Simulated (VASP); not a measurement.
Here is a VASP 6.6.1 calculation.

File INCAR:

```
ALGO = Normal
EDIFF = 1E-6
ENCUT = 520
GGA = PE
ISIF = 2
ISMEAR = -1
LASPH = True
LCHARG = False
LREAL = False
LWAVE = False
NBANDS = 13
NELM = 80
PREC = Accurate
SIGMA = 0.1
```

KPOINTS

```
k-points
0
Gamma
  18 18 18
```

Contents of POSCAR:

```
Sn
1.0
    0.0000000000      2.3785558750      2.3785558750
    2.3785558750      0.0000000000      2.3785558750
    2.3785558750      2.3785558750      0.0000000000
Sn
1
Direct
    0.0000000000      0.0000000000      0.0000000000
```

Potentials or basis: VASP PAW PBE potentials, release 64 (Sn_d).

Launch:

```sh
$ cat potpaw_PBE.64/Sn_d/POTCAR > POTCAR
$ mpirun -np 1 vasp_std > vasp.out
```

Task: Predict the band gap on the k mesh.

Result: Zero (bands 7 and 8 overlap by 9.76 eV).

Task: Predict the pressure.

Result: 2.0 GPa.

Caveat: spin-orbit coupling is left out, which moves the levels of the heavy elements.
